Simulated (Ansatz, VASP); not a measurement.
## Two plane-wave programs on GaN

```
CELL_PARAMETERS angstrom
0.00000 2.28316 2.28316
2.28316 0.00000 2.28316
2.28316 2.28316 0.00000
ATOMIC_POSITIONS crystal
Ga 0.00000 0.00000 0.00000
N 0.25000 0.25000 0.25000
```

Alike in both runs: task single point; functional BLYP; dispersion D4; k mesh 10 × 10 × 10; occupations fermi-dirac, width 0.05 eV; no spin polarisation.

```csv
,VASP,Ansatz
version,VASP 6.6.1,Ansatz 0.2.0
potentials or method,"VASP PAW PBE potentials, release 64 (Ga_d, N_h)",Ansatz PAW
plane-wave cutoff (eV),1330,420
valence electrons in the cell,18,18
```

```tsv
	VASP	Ansatz	Ansatz less VASP
gap on the k mesh at the Fermi level (eV)	1.55	1.56	+0.004
least direct gap on the mesh (eV)	1.55	1.56	+0.004
pressure (GPa)	-6.0	-7.3	-1.27
```

VASP's potentials were made for PBE, not for BLYP.
